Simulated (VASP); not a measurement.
# MgI2 (Cm) in VASP: a series of runs

The runs below take MgI2 through single point, with PBE.

Everything below comes from runs of VASP 6.6.1. Logs are shortened: lines on timing, memory, paths and dates and some standing lists are left out, and cuts for length are marked.

## 1. The cell of the first run

It takes space group Cm (No. 8, monoclinic). The conventional cell has a = 7.194 Å, b = 4.154 Å, c = 6.862 Å, α = 90.00°, β = 90.00°, γ = 90.00°. Within 3.4 Å of Mg (site symmetry m) lie 6 I at 2.59 to 3.29 Å. Within 3.9 Å of I (site symmetry m) lie 3 Mg at 2.95 to 3.29 Å. Within 3.4 Å of I (site symmetry m) lie 3 Mg at 2.59 to 2.97 Å.

## 2. Single point, PBE

The input, INCAR:

```
SYSTEM = MgI2
ALGO = Normal
EDIFF = 1E-7
ENCUT = 520
GGA = PE
ISIF = 2
ISMEAR = 0
LASPH = .True.
LCHARG = .True.
LELF = .True.
LREAL = .False.
LVHAR = .True.
LWAVE = .False.
NBANDS = 15
NELM = 60
PREC = Accurate
SIGMA = 0.05
```

The input, KPOINTS:

```
k-points
0
Gamma
  6 6 4
  0 0 0
```

The input, POSCAR:

```
MgI2
1.0
    4.1537001214      0.0000000000      0.0000000000
   -2.0768500607      3.5972098248      0.0000000000
    0.0000000000      0.0000000000      6.8620000000
Mg I
1 2
Direct
    0.0000000000      0.0000000000      0.0000000000
    0.4146214472      0.7073107236      0.6985245995
    0.7479547805      0.3739773903      0.1832645995
```

Potentials or basis: VASP PAW PBE potentials, release 64 (Mg, I).

Command:

```
> cat potpaw_PBE.64/Mg/POTCAR potpaw_PBE.64/I/POTCAR > POTCAR
> mpirun -np 1 vasp_std > vasp.out
```

OUTCAR:

```text
SYSTEM = MgI2
   EDIFF = 1E-7
   ENCUT = 520
   GGA = PE
   ISIF = 2
   ISMEAR = 0
   LASPH = .True.
   LREAL = .False.
   NELM = 60
   PREC = Accurate

 ion  position               nearest neighbor table
   1  0.000  0.000  0.000-   3 2.59   3 2.59   2 2.95   3 2.97   2 3.29   2 3.29
   2  0.415  0.707  0.699-   1 2.95   1 3.29   1 3.29
   3  0.748  0.374  0.183-   1 2.59   1 2.59   1 2.97

  LATTYP: Found a hexagonal cell.
 ALAT       =     4.1537001214
 C/A-ratio  =     1.6520210413

  Lattice vectors:

 A1 = (   4.1537001214,   0.0000000000,   0.0000000000)
 A2 = (  -2.0768500607,   3.5972098248,   0.0000000000)
 A3 = (   0.0000000000,   0.0000000000,   6.8620000000)

Analysis of symmetry for initial positions (statically):
=====================================================================
 Subroutine PRICEL returns:
 Original cell was already a primitive cell.

 Routine SETGRP: Setting up the symmetry group for a
 hexagonal supercell.

 Subroutine GETGRP returns: Found  2 space group operations
 (whereof  2 operations were pure point group operations)
 out of a pool of 24 trial point group operations.

The static configuration has the point symmetry C_1h.

Analysis of symmetry for dynamics (positions and initial velocities):
=====================================================================
 Subroutine PRICEL returns:
 Original cell was already a primitive cell.

 Routine SETGRP: Setting up the symmetry group for a
 hexagonal supercell.

 Subroutine GETGRP returns: Found  2 space group operations
 (whereof  2 operations were pure point group operations)
 out of a pool of 24 trial point group operations.

The dynamic configuration has the point symmetry C_1h.

 Subroutine INISYM returns: Found  2 space group operations
 (whereof  2 operations are pure point group operations),
 and found     1 'primitive' translations

----------------------------------------------------------------------------------------

                                     Primitive cell

  volume of cell :     102.5302

  direct lattice vectors                    reciprocal lattice vectors
     4.153700121  0.000000000  0.000000000     0.240749205  0.138996618  0.000000000
    -2.076850061  3.597209825  0.000000000     0.000000000  0.277993236  0.000000000
     0.000000000  0.000000000  6.862000000     0.000000000  0.000000000  0.145730108

  length of vectors
     4.153700121  4.153700121  6.862000000     0.277993236  0.277993236  0.145730108

  position of ions in fractional coordinates (direct lattice)
     0.000000000  0.000000000  0.000000000
     0.414621447  0.707310724  0.698524599
     0.747954781  0.373977390  0.183264599

  ion indices of the primitive-cell ions
   primitive index   ion index
                 1           1
                 2           2
                 3           3

----------------------------------------------------------------------------------------

 KPOINTS: k-points

Automatic generation of k-mesh.
 Grid dimensions read from file:
 generate k-points for:    6    6    4

 Generating k-lattice:

  Cartesian coordinates                     Fractional coordinates (reciprocal lattice)
     0.040124867  0.023166103  0.000000000     0.166666667 -0.000000000  0.000000000
     0.000000000  0.046332206  0.000000000     0.000000000  0.166666667  0.000000000
     0.000000000  0.000000000  0.036432527     0.000000000  0.000000000  0.250000000

  Length of vectors
     0.046332206  0.046332206  0.036432527

  Shift w.r.t. Gamma in fractional coordinates (k-lattice)
     0.000000000  0.000000000  0.000000000

 Subroutine IBZKPT returns following result:
 ===========================================

 Found     47 irreducible k-points:

 Following reciprocal coordinates:
            Coordinates               Weight
  0.000000  0.000000  0.000000      1.000000
  0.166667  0.000000  0.000000      2.000000
  0.000000  0.166667  0.000000      4.000000
  0.333333  0.000000  0.000000      2.000000
  0.000000  0.333333  0.000000      4.000000
  0.500000  0.000000  0.000000      1.000000
[... 16 lines left out ...]
  0.500000  0.000000  0.250000      2.000000
  0.000000  0.500000  0.250000      4.000000
 [... further k-points ...]
   k-points           NKPTS =     47   k-points in BZ     NKDIM =     47   number of bands    NBANDS=     15
   number of dos      NEDOS =    301   number of ions     NIONS =      3
   total plane-waves  NPLWV =  55296
   dimension x,y,z NGX =    32 NGY =   32 NGZ =   54
   dimension x,y,z NGXF=    64 NGYF=   64 NGZF=  108
   ions per type =               1   2
   NGX,Y,Z   is equivalent  to a cutoff of  12.81, 12.81, 13.08 a.u.
   NGXF,Y,Z  is equivalent  to a cutoff of  25.62, 25.62, 26.17 a.u.
 SYSTEM =  MgI2
   PREC   = accura    normal or accurate (medium, high low for compatibility)
   ISTART =      0    job   : 0-new  1-cont  2-samecut
   ICHARG =      2    charge: 1-file 2-atom 10-const
[... 68 lines left out ...]
      6       2.3857      2.00000
      7       2.9874      2.00000
      8       3.1367      2.00000
      9       5.6243      0.00000
     10       7.2351      0.00000
     11       8.3583      0.00000
     12       8.7032      0.00000
     13       9.8349      0.00000
     14      10.5567      0.00000
     15      11.0649      0.00000

 k-point     2 :       0.1667    0.0000    0.0000
  band No.  band energies     occupation
      1     -10.3719      2.00000
      2      -8.3643      2.00000
      3      -1.1204      2.00000
      4       0.1619      2.00000
      5       0.4179      2.00000
      6       2.0592      2.00000
      7       2.3300      2.00000
      8       2.9815      2.00000
      9       6.4690      0.00000
     10       7.5185      0.00000
     11       8.3812      0.00000
     12       9.2255      0.00000
     13       9.5577      0.00000
     14      10.5180      0.00000
     15      10.6009      0.00000

 k-point     3 :       0.0000    0.1667    0.0000
  band No.  band energies     occupation
      1     -10.3666      2.00000
      2      -8.3667      2.00000
      3      -1.1309      2.00000
      4      -0.2007      2.00000
      5       0.8024      2.00000
      6       2.1561      2.00000
      7       2.3329      2.00000
      8       2.8978      2.00000
      9       6.5082      0.00000
     10       7.7090      0.00000
     11       8.2200      0.00000
     12       9.0918      0.00000
     13       9.3661      0.00000
     14      10.4796      0.00000
     15      10.7591      0.00000

 k-point     4 :       0.3333    0.0000    0.0000
  band No.  band energies     occupation
      1     -10.1113      2.00000
      2      -8.1723      2.00000
      3      -1.3281      2.00000
      4      -0.4831      2.00000
      5       0.0852      2.00000
      6       0.8929      2.00000
      7       1.9730      2.00000
      8       2.6914      2.00000
      9       5.9841      0.00000
     10       7.3797      0.00000
     11       8.8012      0.00000
     12       9.4265      0.00000
     13       9.9725      0.00000
     14      10.7538      0.00000
     15      11.3546      0.00000
[... 307 lines left out ...]
 k-point    22 :      -0.3333    0.0000    0.2500
  band No.  band energies     occupation
      1     -10.1050      2.00000
      2      -8.1856      2.00000
      3      -1.3402      2.00000
      4      -0.5027      2.00000
      5       0.0980      2.00000
      6       1.0333      2.00000
      7       1.9423      2.00000
      8       2.6499      2.00000
      9       6.0324      0.00000
     10       7.2594      0.00000
     11       8.5938      0.00000
     12       9.4931      0.00000
     13       9.5943      0.00000
     14      10.8649      0.00000
     15      11.8852      0.00000

 k-point    23 :       0.5000    0.0000    0.2500
  band No.  band energies     occupation
      1      -9.9637      2.00000
      2      -8.0719      2.00000
      3      -1.8987      2.00000
      4      -0.4480      2.00000
      5      -0.0477      2.00000
      6       0.8369      2.00000
      7       1.7814      2.00000
      8       2.5060      2.00000
      9       5.5994      0.00000
     10       6.8724      0.00000
     11       8.8612      0.00000
     12       9.2036      0.00000
     13       9.5983      0.00000
     14      11.1528      0.00000
     15      12.8596      0.00000

 k-point    24 :       0.0000    0.5000    0.2500
  band No.  band energies     occupation
      1      -9.9357      2.00000
      2      -8.0848      2.00000
      3      -2.2235      2.00000
      4      -0.3474      2.00000
      5       0.2532      2.00000
      6       0.8629      2.00000
      7       1.7572      2.00000
      8       2.4475      2.00000
      9       5.6535      0.00000
     10       6.9916      0.00000
     11       8.7982      0.00000
     12       9.1367      0.00000
     13       9.7292      0.00000
     14      11.1277      0.00000
     15      12.7797      0.00000

 [... further k-points ...]

------------------------ aborting loop because EDIFF is reached ----------------------------------------

  FORCE on cell =-STRESS in cart. coord.  units (eV):
  Direction    XX          YY          ZZ          XY          YZ          ZX
  --------------------------------------------------------------------------------------
  -------------------------------------------------------------------------------------
  Total        1.9503858      3.3792165      1.0165270     -1.2374037     -0.4576559     -0.7926830
  in kB       30.4775102     52.8049909     15.8846586    -19.3361655     -7.1515142    -12.3867823
  external PRESSURE =      33.0557199 kB  Pullay stress =       0.0000000 kB

 VOLUME and BASIS-vectors are now :
 -----------------------------------------------------------------------------
  energy-cutoff  :      520.00
  volume of cell :      102.53
      direct lattice vectors                 reciprocal lattice vectors
     4.153700121  0.000000000  0.000000000     0.240749205  0.138996618  0.000000000
    -2.076850061  3.597209825  0.000000000     0.000000000  0.277993236  0.000000000
     0.000000000  0.000000000  6.862000000     0.000000000  0.000000000  0.145730108

 POSITION                                       TOTAL-FORCE (eV/Angst)
 -----------------------------------------------------------------------------------
      0.00000      0.00000      0.00000         0.753303      0.434920     -2.382819
      0.25323      2.54435      4.79328        -0.047053     -0.027166      0.751590
      2.33008      1.34528      1.25756        -0.706249     -0.407753      1.631229
 -----------------------------------------------------------------------------------
    total drift:                                0.000109      0.000063     -0.000368

  FREE ENERGIE OF THE ION-ELECTRON SYSTEM (eV)
  ---------------------------------------------------
  free  energy   TOTEN  =        -7.1033463418 eV

  energy  without entropy=       -7.1033463418  energy(sigma->0) =       -7.10334634
```

Run time: 2 min. Hardware: 1 thread of Intel Xeon 8259CL, shared host; peak memory 0.26 GiB.

What came out:

- Free energy: -7.1033 eV
- Pressure: 3.3 GPa
- Largest force: 2.537 eV/Å
- Band gap on the k mesh: 2.46 eV (least direct gap 2.49 eV)

Forces on the atoms (eV/Å):
```
Mg   0.753  0.435 -2.383
I   -0.047 -0.027  0.752
I   -0.706 -0.408  1.631
```

Levels at points of the mesh, in eV from the valence-band top:
```csv
k point,band 6,band 7,band 8,band 9,band 10,band 11
"(0.00, 0.00, 0.00)",-0.75,-0.15,0.00,2.49,4.10,5.22
"(0.50, 0.00, 0.00)",-2.59,-1.51,-0.58,2.49,3.86,5.55
"(0.00, 0.50, 0.00)",-2.56,-1.53,-0.64,2.57,4.00,5.29
"(0.00, 0.00, 0.50)",-1.98,-0.17,-0.01,3.03,4.62,5.16
"(0.50, 0.00, 0.50)",-1.94,-1.34,-0.68,2.54,3.71,4.93
"(0.00, 0.50, 0.50)",-1.92,-1.36,-0.74,2.57,3.82,5.07
```

Caveat: the cell differs from its parent crystal (all I atoms moved -0.500 Å, as atom 2 towards its neighbour atom 3 (I) at 4.101 Å); the cell stands under pressure; spin-orbit coupling is left out, which moves the levels of the heavy elements; this functional lacks dispersion, which binds the layers, so the pressure and a relaxed spacing across them are unreliable; forces of over 1 eV/Å act on the atoms, so gaps and moduli don't describe the material at rest. A k mesh can miss the band edges.

## 3. Single point, PBE

The input, INCAR:

```
SYSTEM = MgI2
ALGO     = Normal         ! electronic algorithm
EDIFF    = 1E-6           ! SCF threshold, eV
ENCUT    = 520            ! plane-wave cutoff, eV
GGA      = PE             ! functional
ISIF     = 2              ! what is computed and relaxed
ISMEAR   = 0              ! smearing method
LASPH    = .True.         ! aspherical terms in the spheres
LCHARG   = .False.        ! write CHGCAR
LREAL    = .False.        ! projectors in reciprocal space
LWAVE    = .False.        ! write WAVECAR
NBANDS   = 15             ! bands
NELM     = 60             ! most SCF steps
PREC     = Accurate       ! precision mode
SIGMA    = 0.05           ! smearing width, eV
```

KPOINTS is that of step 2.

The input, POSCAR:

```
MgI2
1.0
    4.1537001214      0.0000000000      0.0000000000
   -2.0768500607      3.5972098248      0.0000000000
    0.0000000000      0.0000000000      6.8620000000
Mg I
1 2
Direct
    0.0000000000      0.0000000000      0.0000000000
    0.2723672479      0.6361836240      0.8019590504
    0.6057005813      0.3028502906      0.2866990504
```

Potentials or basis: VASP PAW PBE potentials, release 64 (Mg, I).

Command:

```
> cat potpaw_PBE.64/Mg/POTCAR potpaw_PBE.64/I/POTCAR > POTCAR
> mpirun -np 1 vasp_std > vasp.out
```

Wall time 96 s (1 thread of Intel Xeon 8259CL, shared host); peak memory 0.26 GiB.

The run converged. Its results:

```yaml
Free_energy: -7.3673 eV
Pressure: 2.4 GPa
Largest_force: 1.864 eV/Å
Band_gap_on_the_k_mesh: 2.80 eV (least direct gap 2.87 eV)
```

Forces in eV/Å, atoms in the order of the input:
```
Mg  -0.531 -0.306  1.761
I    0.456  0.264 -1.147
I    0.074  0.043 -0.614
```

Stress tensor (GPa, compression positive):
```
 2.21 -1.05 -0.74
-1.05  3.42 -0.43
-0.74 -0.43  1.54
```

Levels at points of the mesh, in eV from the valence-band top:
```csv
k point,band 4,band 5,band 6,band 7,band 8,band 9,band 10,band 11,band 12,band 13
"(0.00, 0.00, 0.00)",-1.92,-1.59,-0.55,-0.13,0.00,2.87,4.27,5.67,5.91,6.92
"(0.50, 0.00, 0.00)",-3.19,-2.63,-2.44,-1.36,-0.56,2.85,4.22,5.56,6.36,7.42
"(0.00, 0.50, 0.00)",-3.09,-2.48,-2.40,-1.37,-0.61,2.90,4.35,5.36,6.43,7.50
"(0.00, 0.00, 0.50)",-1.94,-1.91,-1.56,-0.16,-0.01,3.48,4.74,5.54,5.75,7.29
"(0.50, 0.00, 0.50)",-3.57,-2.59,-1.74,-1.20,-0.68,2.85,4.12,5.15,5.95,7.14
"(0.00, 0.50, 0.50)",-3.48,-2.39,-1.73,-1.22,-0.74,2.87,4.23,5.24,5.78,7.22
```

Caveat: the cell differs from its parent crystal (all I atoms moved +0.375 Å, as atom 2 towards its neighbour atom 3 (I) at 4.101 Å); spin-orbit coupling is left out, which moves the levels of the heavy elements; this functional lacks dispersion, which binds the layers, so the pressure and a relaxed spacing across them are unreliable; forces of over 1 eV/Å act on the atoms, so gaps and moduli don't describe the material at rest. A k mesh can miss the band edges.

## 4. Single point, PBE

The input, INCAR:

```
SYSTEM = MgI2
  ALGO = Normal
  EDIFF = 1E-7
  ENCUT = 520
  GGA = PE
  ISIF = 2
  ISMEAR = 0
  LASPH = .TRUE.
  LCHARG = .FALSE.
  LREAL = .FALSE.
  LWAVE = .FALSE.
  NBANDS = 15
  NELM = 60
  PREC = Accurate
  SIGMA = 0.05
```

The input, KPOINTS:

```
k-points
0
G
  6 6 4
  0 0 0
```

The input, POSCAR:

```
MgI2
1.0
    4.1537001214      0.0000000000      0.0000000000
   -2.0768500607      3.5972098248      0.0000000000
    0.0000000000      0.0000000000      6.8620000000
Mg I
1 2
Direct
    0.0000000000      0.0000000000      0.0000000000
    0.3739773903      0.6869886951      0.7280772998
    0.7073107236      0.3536553618      0.2128172998
```

Command:

```
> cat potpaw_PBE.64/Mg/POTCAR potpaw_PBE.64/I/POTCAR > POTCAR
> mpirun -np 1 vasp_std > vasp.out
```

It took 1.7 min on 1 thread of Intel Xeon 8259CL, shared host; peak memory 0.26 GiB.

The run converged. Its results:

| Item | Value |
| --- | --- |
| Free energy | -7.5514 eV |
| Pressure | 1.7 GPa |
| Largest force | 1.221 eV/Å |
| Band gap on the k mesh | 3.12 eV (least direct gap 3.24 eV) |

Forces in eV/Å, atoms in the order of the input:
```
Mg   0.335  0.193 -1.158
I   -0.081 -0.047  0.443
I   -0.254 -0.147  0.715
```

Stress tensor (GPa, compression positive):
```
 1.61 -0.45 -0.35
-0.45  2.13 -0.20
-0.35 -0.20  1.47
```

Levels at points of the mesh, in eV from the valence-band top:
| k point | band 4 | band 5 | band 6 | band 7 | band 8 | band 9 | band 10 | band 11 | band 12 | band 13 |
| --- | --- | --- | --- | --- | --- | --- | --- | --- | --- | --- |
| (0.00, 0.00, 0.00) | -1.32 | -1.12 | -0.32 | -0.10 | 0.00 | 3.24 | 4.47 | 6.12 | 6.25 | 7.15 |
| (0.50, 0.00, 0.00) | -3.02 | -2.21 | -2.08 | -1.18 | -0.53 | 3.20 | 4.63 | 5.57 | 6.61 | 7.67 |
| (0.00, 0.50, 0.00) | -2.95 | -2.22 | -1.98 | -1.19 | -0.57 | 3.23 | 4.74 | 5.44 | 6.64 | 7.71 |
| (0.00, 0.00, 0.50) | -1.74 | -1.30 | -1.09 | -0.14 | -0.02 | 3.95 | 4.82 | 5.96 | 6.08 | 7.50 |
| (0.50, 0.00, 0.50) | -3.41 | -2.01 | -1.50 | -1.05 | -0.67 | 3.16 | 4.58 | 5.38 | 5.98 | 7.38 |
| (0.00, 0.50, 0.50) | -3.34 | -1.90 | -1.49 | -1.06 | -0.72 | 3.16 | 4.65 | 5.43 | 5.88 | 7.42 |

Caveat: the cell differs from its parent crystal (all I atoms moved -0.250 Å, as atom 2 towards its neighbour atom 3 (I) at 4.101 Å); spin-orbit coupling is left out, which moves the levels of the heavy elements; this functional lacks dispersion, which binds the layers, so the pressure and a relaxed spacing across them are unreliable; forces of over 1 eV/Å act on the atoms, so gaps and moduli don't describe the material at rest. A k mesh can miss the band edges.

## 5. Summary

| cell | gap on the mesh (eV) | pressure (GPa) | largest force (eV/Å) |
| --- | --- | --- | --- |
| as given, atomic positions A | 2.46 | 3.3 | 2.54 |
| as given, atomic positions B | 2.80 | 2.4 | 1.86 |
| as given, atomic positions C | 3.12 | 1.7 | 1.22 |

Alike in all rows: task single point; level PBE; potentials or basis VASP PAW PBE potentials, release 64 (Mg, I); no spin polarisation; k mesh 6 × 6 × 4; cutoff (eV) 520; smearing gaussian 0.05 eV.

Caveats: spin-orbit coupling is left out, which moves the levels of the heavy elements; this functional lacks dispersion, which binds the layers, so the pressure and a relaxed spacing across them are unreliable; forces of over 1 eV/Å act on the atoms, so gaps and moduli don't describe the material at rest; the cell stands under pressure (at least some runs).

Absolute energies hang on the potentials; compare differences alone.
